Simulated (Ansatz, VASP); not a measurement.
## TaN: VASP beside Ansatz

```
Ta N
1.0
     2.93800    0.00000    0.00000
    -1.46900    2.54438    0.00000
     0.00000    0.00000    2.82534
Ta N
1 1
Direct
  0.33333 0.66667 0.50000
  0.00000 0.00000 0.00000
```

Change from the starting cell: zz strain of -2 %.

Alike in both runs: task single point; functional LDA; k mesh 12 × 12 × 10; occupations fermi-dirac, width 0.02 eV; no spin polarisation.

```csv
,VASP,Ansatz
version,VASP 6.6.1,Ansatz 0.2.0
potentials or method,"VASP PAW LDA potentials, release 64 (Ta_pv, N), cutoff 520 eV","all-electron LAPW, scalar-relativistic"
```

Ansatz gave:

| Item | Value |
| --- | --- |
| pressure (GPa) | -3.9 |
| traceless stress, the component that is largest in VASP (GPa) | 8.42 |

What did VASP give for the same quantities?

Pressure (GPa): -1.9; traceless stress, the component that is largest in VASP (GPa): 8.64.

LDA's correlation is that of Perdew and Zunger in VASP and of Perdew and Wang (1992) in Ansatz. Ansatz ran all-electron here, and VASP with PAW potentials.

Spin-orbit coupling is off throughout.
